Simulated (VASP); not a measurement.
Wanted: the native input for a VASP 6.6.1 run.

```yaml
Task: single point
Functional: PBEsol
Potentials_or_basis: VASP PAW PBE potentials, release 64 (Ta_pv, N)
Cutoff: 520 eV
k_mesh: 6 × 6 × 9
Occupations: methfessel-paxton, width 0.5 eV
Spin: no spin polarisation
Dipole_correction: no
Further_INCAR_settings: ALGO = Normal; EDIFF = 1e-06; NBANDS = 33
```

The structure of TaN lies in POSCAR:

```
TaN
1.0
    5.1960000000      0.0000000000      0.0000000000
   -2.5980000000      4.4998680000      0.0000000000
    0.0000000000      0.0000000000      2.9110000000
Ta N
3 3
Direct
    0.3333333333      0.6666666667      0.5000000000
    0.6666666667      0.3333333333      0.5000000000
    0.0000000000      0.0000000000      0.0000000000
    0.3928500000      0.0000000000      0.0000000000
    0.6071500000      0.6071500000      0.0000000000
    0.0000000000      0.3928500000      0.0000000000
```

One way to write it, as run:

INCAR

```
SYSTEM = TaN
PREC = Accurate
ENCUT = 520
EDIFF = 1E-6
ISMEAR = 1
SIGMA = 0.5
LREAL = .False.
LASPH = .True.
NELM = 60
ALGO = Normal
ISIF = 2
LWAVE = .False.
LCHARG = .False.
GGA = PS
NBANDS = 33
```

KPOINTS

```
regular mesh
0
Gamma
  6 6 9
  0 0 0
```

Potentials or basis: VASP PAW PBE potentials, release 64 (Ta_pv, N).

Launch:

```console
$ cat potpaw_PBE.64/Ta_pv/POTCAR potpaw_PBE.64/N/POTCAR > POTCAR
$ mpirun -np 1 vasp_std > vasp.out
```

It gave:

```yaml
Pressure: -3.0 GPa
Largest_force: 0.029 eV/Å
Band_gap_on_the_k_mesh: zero (band 24 reaches 9.94 eV, above the bottom of band 25 at 6.83 eV)
```

Caveat: the PAW data sets were made with another functional, which shifts forces and pressure a little; spin-orbit coupling is left out, which moves the levels of the heavy elements.

Run time: 110 s on 1 thread of AMD EPYC 7R43 64-Core Processor (Zen 3) (shared host), peak memory 0.18 GiB.
